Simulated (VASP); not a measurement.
# Ni3Ge (Pm-3m) in VASP: a series of runs

Runs on Ni3Ge. Level: LDA. Tasks: single point.

Everything below comes from runs of VASP 6.6.1. Logs are shortened: lines on timing, memory, paths and dates and some standing lists are left out, and cuts for length are marked.

## (1) The cell of the first run

It takes space group Pm-3m (No. 221, cubic). The conventional cell has a = 3.489 Å, b = 3.489 Å, c = 3.489 Å, α = 90.00°, β = 90.00°, γ = 90.00°. Within 3.3 Å of Ni (site symmetry 4/mmm) lie 8 Ni at 2.47 Å and 4 Ge at 2.47 Å. Ge (site symmetry m-3m) has 12 Ni at 2.47 Å within 3.3 Å.

## (2) Single point, LDA, collinear spin (10.62 Å³/atom)

Input file INCAR:

```
SYSTEM = Ni3Ge
PREC     = Accurate       ! precision mode
ENCUT    = 520            ! plane-wave cutoff, eV
EDIFF    = 1E-6           ! SCF threshold, eV
ISMEAR   = 0              ! smearing method
SIGMA    = 0.15           ! smearing width, eV
LREAL    = .False.        ! projectors in reciprocal space
LASPH    = .True.         ! aspherical terms in the spheres
NELM     = 150            ! most SCF steps
ALGO     = Normal         ! electronic algorithm
ISIF     = 2              ! what is computed and relaxed
LWAVE    = .False.        ! write WAVECAR
LCHARG   = .False.        ! write CHGCAR
ISPIN    = 2              ! spin polarisation
MAGMOM   = 0.125 0.125 0.125 0 ! initial moments
LORBIT   = 11             ! projections on sites
NUPDOWN  = 0.375          ! fixed moment
LMAXMIX  = 4              ! l up to which the mixer works
GGA      = CA             ! functional
NBANDS   = 34             ! bands
```

Input file KPOINTS:

```
regular mesh
0
Gamma
  12 12 12
  0 0 0
```

Input file POSCAR:

```
Ni3Ge
1.0
    3.4886992114      0.0000000000      0.0000000000
    0.0000000000      3.4886992114      0.0000000000
    0.0000000000      0.0000000000      3.4886992114
Ni Ge
3 1
Direct
    0.5000000000      0.0000000000      0.5000000000
    0.0000000000      0.5000000000      0.5000000000
    0.5000000000      0.5000000000      0.0000000000
    0.0000000000      0.0000000000      0.0000000000
```

Potentials or basis: VASP PAW LDA potentials, release 64 (Ni, Ge_d).

Started as:

```
$ cat potpaw_LDA.64/Ni/POTCAR potpaw_LDA.64/Ge_d/POTCAR > POTCAR
$ mpirun -np 1 vasp_std > vasp.out
```

OUTCAR:

```text
SYSTEM = Ni3Ge
   PREC = Accurate
   ENCUT = 520
   EDIFF = 1E-6
   ISMEAR = 0
   LREAL = .False.
   LASPH = .True.
   NELM = 150
   ISIF = 2
   ISPIN = 2
   LORBIT = 11
   NUPDOWN = 0.375
   GGA = CA

 ion  position               nearest neighbor table
   1  0.500  0.000  0.500-   2 2.47   3 2.47   4 2.47   3 2.47   4 2.47   2 2.47   3 2.47   3 2.47
                             2 2.47   4 2.47   4 2.47   2 2.47
   2  0.000  0.500  0.500-   1 2.47   3 2.47   4 2.47   3 2.47   4 2.47   1 2.47   4 2.47   4 2.47
                             1 2.47   3 2.47   3 2.47   1 2.47
   3  0.500  0.500  0.000-   1 2.47   2 2.47   4 2.47   1 2.47   2 2.47   1 2.47   4 2.47   1 2.47
                             2 2.47   4 2.47   2 2.47   4 2.47
   4  0.000  0.000  0.000-   1 2.47   2 2.47   3 2.47   1 2.47   2 2.47   2 2.47   3 2.47   2 2.47
                             1 2.47   3 2.47   1 2.47   3 2.47

  LATTYP: Found a simple cubic cell.
 ALAT       =     3.4886992114

  Lattice vectors:

 A1 = (   3.4886992114,   0.0000000000,   0.0000000000)
 A2 = (   0.0000000000,   3.4886992114,   0.0000000000)
 A3 = (   0.0000000000,   0.0000000000,   3.4886992114)

Analysis of symmetry for initial positions (statically):
=====================================================================
 Subroutine PRICEL returns:
 Original cell was already a primitive cell.

 Routine SETGRP: Setting up the symmetry group for a
 simple cubic supercell.

 Subroutine GETGRP returns: Found 48 space group operations
 (whereof 48 operations were pure point group operations)
 out of a pool of 48 trial point group operations.

The static configuration has the point symmetry O_h .

Analysis of symmetry for dynamics (positions and initial velocities):
=====================================================================
 Subroutine PRICEL returns:
 Original cell was already a primitive cell.

 Routine SETGRP: Setting up the symmetry group for a
 simple cubic supercell.

 Subroutine GETGRP returns: Found 48 space group operations
 (whereof 48 operations were pure point group operations)
 out of a pool of 48 trial point group operations.

The dynamic configuration has the point symmetry O_h .

Analysis of structural, dynamic, and magnetic symmetry:
=====================================================================
 Subroutine PRICEL returns:
 Original cell was already a primitive cell.

 Routine SETGRP: Setting up the symmetry group for a
 simple cubic supercell.

 Subroutine GETGRP returns: Found 48 space group operations
 (whereof 48 operations were pure point group operations)
 out of a pool of 48 trial point group operations.

The overall configuration has the point symmetry O_h .

 Subroutine INISYM returns: Found 48 space group operations
 (whereof 48 operations are pure point group operations),
 and found     1 'primitive' translations

----------------------------------------------------------------------------------------

                                     Primitive cell

  volume of cell :      42.4610

  direct lattice vectors                    reciprocal lattice vectors
     3.488699211  0.000000000  0.000000000     0.286639787  0.000000000  0.000000000
     0.000000000  3.488699211  0.000000000     0.000000000  0.286639787  0.000000000
     0.000000000  0.000000000  3.488699211     0.000000000  0.000000000  0.286639787

  length of vectors
     3.488699211  3.488699211  3.488699211     0.286639787  0.286639787  0.286639787

  position of ions in fractional coordinates (direct lattice)
     0.500000000  0.000000000  0.500000000
     0.000000000  0.500000000  0.500000000
     0.500000000  0.500000000  0.000000000
     0.000000000  0.000000000  0.000000000

  ion indices of the primitive-cell ions
   primitive index   ion index
                 1           1
                 2           2
                 3           3
                 4           4

----------------------------------------------------------------------------------------

 KPOINTS: regular mesh

Automatic generation of k-mesh.
 Grid dimensions read from file:
 generate k-points for:   12   12   12

 Generating k-lattice:

  Cartesian coordinates                     Fractional coordinates (reciprocal lattice)
     0.023886649  0.000000000  0.000000000     0.083333333  0.000000000  0.000000000
     0.000000000  0.023886649  0.000000000     0.000000000  0.083333333  0.000000000
     0.000000000  0.000000000  0.023886649     0.000000000  0.000000000  0.083333333

  Length of vectors
     0.023886649  0.023886649  0.023886649

  Shift w.r.t. Gamma in fractional coordinates (k-lattice)
     0.000000000  0.000000000  0.000000000

 Subroutine IBZKPT returns following result:
 ===========================================

 Found     84 irreducible k-points:

 Following reciprocal coordinates:
            Coordinates               Weight
  0.000000  0.000000  0.000000      1.000000
  0.083333  0.000000  0.000000      6.000000
  0.166667  0.000000  0.000000      6.000000
  0.250000  0.000000  0.000000      6.000000
  0.333333  0.000000  0.000000      6.000000
  0.416667  0.000000  0.000000      6.000000
[... 16 lines left out ...]
  0.333333  0.333333  0.000000     12.000000
  0.416667  0.333333  0.000000     24.000000
 [... further k-points ...]
   k-points           NKPTS =     84   k-points in BZ     NKDIM =     84   number of bands    NBANDS=     34
   number of dos      NEDOS =    301   number of ions     NIONS =      4
   total plane-waves  NPLWV =  21952
   dimension x,y,z NGX =    28 NGY =   28 NGZ =   28
   dimension x,y,z NGXF=    56 NGYF=   56 NGZF=   56
   ions per type =               3   1
   NGX,Y,Z   is equivalent  to a cutoff of  13.34, 13.34, 13.34 a.u.
   NGXF,Y,Z  is equivalent  to a cutoff of  26.69, 26.69, 26.69 a.u.
 SYSTEM =  Ni3Ge
   PREC   = accura    normal or accurate (medium, high low for compatibility)
   ISTART =      0    job   : 0-new  1-cont  2-samecut
   ICHARG =      2    charge: 1-file 2-atom 10-const
   ISPIN  =      2    spin polarized calculation?
   LNONCOLLINEAR =      F non collinear calculations
   LSORBIT =      F    spin-orbit coupling
   LASPH  =      T    aspherical Exc in radial PAW
   ENCUT  =  520.0 eV  38.22 Ry    6.18 a.u.   6.49  6.49  6.49*2*pi/ulx,y,z
   NELM   =    150;   NELMIN=  2; NELMDL= -5     # of ELM steps
   EDIFF  = 0.1E-05   stopping-criterion for ELM
   LREAL  =      F    real-space projection
   EDIFFG = 0.1E-04   stopping-criterion for IOM
   NSW    =      0    number of steps for IOM
   IBRION =     -1    ionic relax: 0-MD 1-quasi-New 2-CG
   NFREE  =      0    steps in history (QN), initial steepest desc. (CG)
   ISIF   =      2    stress and relaxation
   ISYM   =      2    0-nonsym 1-usesym 2-fastsym
   POTIM  = 0.5000    time-step for ionic-motion
   TEBEG  =    0.0;   TEEND  =   0.0 temperature during run
   PSTRESS=    0.0 pullay stress
   NELECT =      44.0000    total number of electrons
   NUPDOWN=       0.3750    fix difference up-down
   EMIN   =  10.00;   EMAX   =-10.00  energy-range for DOS
   EFERMI =   0.00;   METHOD = LEGACY
   ISMEAR =     0;   SIGMA  =   0.15  broadening in eV -4-tet -1-fermi 0-gaus
   EFERMI_NEDOS =   21; number of points for ismear=-14 and -15
   IALGO  =     38    algorithm
   IMIX   =      4    mixing-type and parameters
     AMIX     =   0.40;   BMIX     =  1.00
     AMIX_MAG =   1.60;   BMIX_MAG =  1.00
  volume/ion in A,a.u.               =      10.62        71.64
  Fermi-wavevector in a.u.,A,eV,Ry     =   1.656643  3.130601 37.340716  2.744465
  Thomas-Fermi vector in A             =   2.744532
   LORBIT       =     11    0 simple, 1 ext, 2 COOP (PROOUT), +10 PAW based schemes
   GGA     = CA    functional components
   LHFCALC =     F    Hartree Fock is set to
   AEXX    =    0.0000 exact exchange contribution
   IVDW    =     0    specifies the selected vdW correction
   LEPSILON=     F    determine dielectric tensor
   LRPA    =     F    only Hartree local field effects (RPA)
 spin polarized calculation
 Gauss-broadening in eV      SIGMA  =   0.15
  energy-cutoff  :      520.00
  volume of cell :       42.46
 maximum number of plane-waves:      1189
 NGX is ok and might be reduce to    28
   NGX = 13   NGY = 13   NGZ = 13

 number of electron      43.9999962 magnetization       0.3750000

 Free energy of the ion-electron system (eV)
  ---------------------------------------------------
  ext. energy  EPLUGINS =         0.00000000
  ---------------------------------------------------
  free energy    TOTEN  =       -26.37733534 eV

  energy without entropy =      -26.35185297  energy(sigma->0) =      -26.36459416

 E-fermi :  10.5370     XC(G=0): -14.0379

 val. band max:       10.8881624198   @ k =   0.4167   0.3333   0.3333
 cond. band min:      10.5396325090   @ k =   0.4167   0.4167   0.4167
 fundamental gap:     -0.3485299107
 Fermi energy:        10.8912726657

 spin component 1

 k-point     1 :       0.0000    0.0000    0.0000
  band No.  band energies     occupation
      1     -14.1419      1.00000
      2     -14.1419      1.00000
      3     -14.1255      1.00000
      4     -14.1255      1.00000
      5     -14.1255      1.00000
      6      -2.2019      1.00000
[... 877 lines left out ...]
     33      24.6206      0.00000
     34      26.2094      0.00000

 [... further k-points ...]

 spin component 2

 k-point     1 :       0.0000    0.0000    0.0000
  band No.  band energies     occupation
      1     -14.1422      1.00000
      2     -14.1422      1.00000
      3     -14.1260      1.00000
      4     -14.1260      1.00000
      5     -14.1260      1.00000
      6      -2.1972      1.00000
[... 877 lines left out ...]
     33      24.6442      0.00000
     34      26.2290      0.00000

 [... further k-points ...]

------------------------ aborting loop because EDIFF is reached ----------------------------------------

  FORCE on cell =-STRESS in cart. coord.  units (eV):
  Direction    XX          YY          ZZ          XY          YZ          ZX
  --------------------------------------------------------------------------------------
  -------------------------------------------------------------------------------------
  Total        0.1941215      0.1941215      0.1941215     -0.0000000     -0.0000000      0.0000000
  in kB        7.3247625      7.3247625      7.3247625     -0.0000000     -0.0000000      0.0000000
  external PRESSURE =       7.3247625 kB  Pullay stress =       0.0000000 kB

 VOLUME and BASIS-vectors are now :
 -----------------------------------------------------------------------------
  energy-cutoff  :      520.00
  volume of cell :       42.46
      direct lattice vectors                 reciprocal lattice vectors
     3.488699211  0.000000000  0.000000000     0.286639787  0.000000000  0.000000000
     0.000000000  3.488699211  0.000000000     0.000000000  0.286639787  0.000000000
     0.000000000  0.000000000  3.488699211     0.000000000  0.000000000  0.286639787

 POSITION                                       TOTAL-FORCE (eV/Angst)
 -----------------------------------------------------------------------------------
      1.74435      0.00000      1.74435         0.000000      0.000000      0.000000
      0.00000      1.74435      1.74435         0.000000      0.000000      0.000000
      1.74435      1.74435      0.00000         0.000000      0.000000      0.000000
      0.00000      0.00000      0.00000         0.000000      0.000000      0.000000
 -----------------------------------------------------------------------------------
    total drift:                                0.000000      0.000000      0.000000

  FREE ENERGIE OF THE ION-ELECTRON SYSTEM (eV)
  ---------------------------------------------------
  free  energy   TOTEN  =       -26.3773353414 eV

  energy  without entropy=      -26.3518529720  energy(sigma->0) =      -26.36459416

 total charge

# of ion       s       p       d       tot
------------------------------------------
    1        0.492   0.580   8.463   9.534
    2        0.492   0.580   8.463   9.534
    3        0.492   0.580   8.463   9.534
    4        1.101   1.285  10.159  12.545
--------------------------------------------------
tot          2.576   3.023  35.549  41.148

 magnetization (x)

# of ion       s       p       d       tot
------------------------------------------
    1       -0.001  -0.001   0.128   0.125
    2       -0.001  -0.001   0.128   0.125
    3       -0.001  -0.001   0.128   0.125
    4       -0.001   0.002  -0.002  -0.001
--------------------------------------------------
tot         -0.005  -0.002   0.381   0.375
```

It took 2.3 min on 1 thread of AMD EPYC 9R14 (Zen 4), shared host; peak memory 0.25 GiB.

What came out:

- Free energy: -26.3773 eV
- Pressure: 0.7 GPa
- Net moment: 0.38 μB per cell
- Site moments: Ni +0.12; Ge -0.00 μB
- Valence electrons inside the program's atomic spheres: Ni 9.53; Ge 12.54

Caveat: the total moment is fixed, so each spin has its own Fermi level and the state may be an excited one.

## (3) Single point, LDA, collinear spin, ferromagnetic start (10.62 Å³/atom)

Input file INCAR:

```
PREC = Accurate
ENCUT = 520
EDIFF = 1E-6
ISMEAR = 0
SIGMA = 0.15
LREAL = F
LASPH = T
NELM = 150
ALGO = Normal
ISIF = 2
LWAVE = F
LCHARG = F
ISPIN = 2
MAGMOM = 0.875 0.875 0.875 0
LORBIT = 11
NUPDOWN = 2.625
LMAXMIX = 4
GGA = CA
NBANDS = 34
```

Input file KPOINTS:

```
Automatic mesh
0
Gamma
  12 12 12
```

POSCAR is that of step 2.

Potentials or basis: VASP PAW LDA potentials, release 64 (Ni, Ge_d).

Started as:

```
$ cat potpaw_LDA.64/Ni/POTCAR potpaw_LDA.64/Ge_d/POTCAR > POTCAR
$ mpirun -np 1 vasp_std > vasp.out
```

Run time: 2.3 min. Hardware: 1 thread of AMD EPYC 9R14 (Zen 4), shared host; peak memory 0.25 GiB.

The run converged. Its results:

```
Free energy                                           : -25.3522 eV
Pressure                                              : 7.5 GPa
Net moment                                            : 2.62 μB per cell
Site moments                                          : Ni +0.80; Ge +0.14 μB
Valence electrons inside the program's atomic spheres : Ni 9.51; Ge 12.59
```

Caveat: the cell stands under pressure; the total moment is fixed, so each spin has its own Fermi level and the state may be an excited one.

## (4) Single point, LDA, collinear spin, ferromagnetic start (12.53 Å³/atom)

This run uses another cell than the first one, of 12.53 Å³/atom.

Input file INCAR:

```
ALGO = Normal ; EDIFF = 1E-7
ENCUT = 520 ; ISIF = 2
ISMEAR = 0 ; ISPIN = 2
LASPH = T ; LCHARG = T
LELF = T ; LMAXMIX = 4
LORBIT = 11 ; LREAL = F
LVHAR = T ; LWAVE = F
MAGMOM = 0.875 0.875 0.875 0 ; NBANDS = 34
NELM = 150 ; NUPDOWN = 2.625
PREC = Accurate ; SIGMA = 0.15
```

Input file KPOINTS:

```
k-points
0
Gamma
  12 12 12
```

Input file POSCAR:

```
Ni3Ge
1.0
    3.6865839916      0.0000000000      0.0000000000
    0.0000000000      3.6865839916      0.0000000000
    0.0000000000      0.0000000000      3.6865839916
Ni Ge
3 1
Direct
    0.5000000000      0.0000000000      0.5000000000
    0.0000000000      0.5000000000      0.5000000000
    0.5000000000      0.5000000000      0.0000000000
    0.0000000000      0.0000000000      0.0000000000
```

Started as:

```
$ cat potpaw_LDA.64/Ni/POTCAR potpaw_LDA.64/Ge_d/POTCAR > POTCAR
$ mpirun -np 1 vasp_std > vasp.out
```

Run time: 7.5 min. Hardware: 1 thread of Oxide Virtual Turin-like, shared host; peak memory 0.27 GiB.

The run converged. Its results:

* Free energy: -24.9172 eV
* Pressure: -20.9 GPa
* Net moment: 2.62 μB per cell
* Site moments: Ni +0.81; Ge +0.12 μB
* Valence electrons inside the program's atomic spheres: Ni 9.21; Ge 12.35

Caveat: the cell stands under tension; the total moment is fixed, so each spin has its own Fermi level and the state may be an excited one.

## (5) Single point, LDA, collinear spin, ferromagnetic start (12.53 Å³/atom)

This run uses another cell than the first one, of 12.53 Å³/atom.

Input file INCAR:

```
SYSTEM = Ni3Ge
PREC = Accurate
ENCUT = 520
EDIFF = 1E-7
ISMEAR = 0
SIGMA = 0.15
LREAL = .False.
LASPH = .True.
NELM = 150
ALGO = Fast
ISIF = 2
LWAVE = .False.
LCHARG = .False.
ISPIN = 2
MAGMOM = 0.625 0.625 0.625 0
LORBIT = 11
NUPDOWN = 1.875
LMAXMIX = 4
GGA = CA
NBANDS = 34
```

Input file KPOINTS:

```
Automatic mesh
0
Gamma
  12 12 12
  0 0 0
```

POSCAR is that of step 4.

Started as:

```
$ cat potpaw_LDA.64/Ni/POTCAR potpaw_LDA.64/Ge_d/POTCAR > POTCAR
$ mpirun -np 1 vasp_std > vasp.out
```

It took 10 min on 1 thread of Oxide Virtual Turin-like, shared host; peak memory 0.27 GiB.

The run converged. Its results:

```
Free energy                                           : -25.2880 eV
Pressure                                              : -23.2 GPa
Net moment                                            : 1.87 μB per cell
Site moments                                          : Ni +0.60; Ge +0.05 μB
Valence electrons inside the program's atomic spheres : Ni 9.22; Ge 12.34
```

Caveat: the cell stands under tension; the total moment is fixed, so each spin has its own Fermi level and the state may be an excited one.

## (6) The runs side by side

```tsv
spin	fixed moment (μB)	cell	pressure (GPa)	moment (μB)
collinear	0.375	a = 3.489 Å, 4 atoms	0.7	0.38
collinear, ferromagnetic start	2.625	a = 3.489 Å, 4 atoms	7.5	2.62
collinear, ferromagnetic start	2.625	a = 3.687 Å, 4 atoms	-20.9	2.62
collinear, ferromagnetic start	1.875	a = 3.687 Å, 4 atoms	-23.2	1.87
```

Alike in all rows: task single point; level LDA; potentials or basis VASP PAW LDA potentials, release 64 (Ni, Ge_d); k mesh 12 × 12 × 12; cutoff (eV) 520; smearing gaussian 0.15 eV.

Caveats: the total moment is fixed, so each spin has its own Fermi level and the state may be an excited one; the cell stands under tension (at least some runs); the cell stands under pressure (at least some runs).

Absolute energies hang on the potentials; compare differences alone.
